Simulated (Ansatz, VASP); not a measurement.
## Zn12H2O in VASP and in Ansatz

```xyz
15
Lattice="5.3296 0.0000 0.0000 0.0000 4.9467 0.0000 0.0000 0.0000 23.9910" Properties=species:S:1:pos:R:3 pbc="T T T"
Zn    2.6648    3.7100    8.0000
Zn    0.0000    3.7100    8.0000
Zn    3.9972    1.2367    8.7693
Zn    1.3324    1.2367    8.7693
Zn    3.9972    3.7100   10.3078
Zn    1.3324    3.7100   10.3078
Zn    0.0000    1.2367   11.0770
Zn    2.6648    1.2367   11.0770
Zn    0.0000    3.7100   12.6156
Zn    2.6648    3.7100   12.6156
Zn    1.3324    1.2367   13.3848
Zn    3.9972    1.2367   13.3848
O     3.9972    4.5345   14.9048
H     4.2432    5.2779   15.5110
H     3.7512    3.7911   15.5110
```

Alike in both runs: task single point; functional PBE; k mesh 5 × 6 × 1; occupations fermi-dirac, width 0.05 eV; no spin polarisation.

|  | VASP | Ansatz |
| --- | --- | --- |
| version | VASP 6.6.1 | Ansatz 0.2.0 |
| potentials or method | VASP PAW PBE potentials, release 64 (Zn, O, H) | Ansatz PAW |
| plane-wave cutoff (eV) | 520 | 420 |
| valence electrons in the cell | 152 | 152 |

|  | VASP | Ansatz | Ansatz less VASP |
| --- | --- | --- | --- |
| gap on the k mesh at the Fermi level (eV) | none | none | - |
| rms of the force components (eV/Å) | 0.359 | 0.369 | +0.0101 |

Atom by atom the forces differ by 0.025 eV/Å (rms over components). A gap of «none» marks a metal or a gap that the smearing closes.
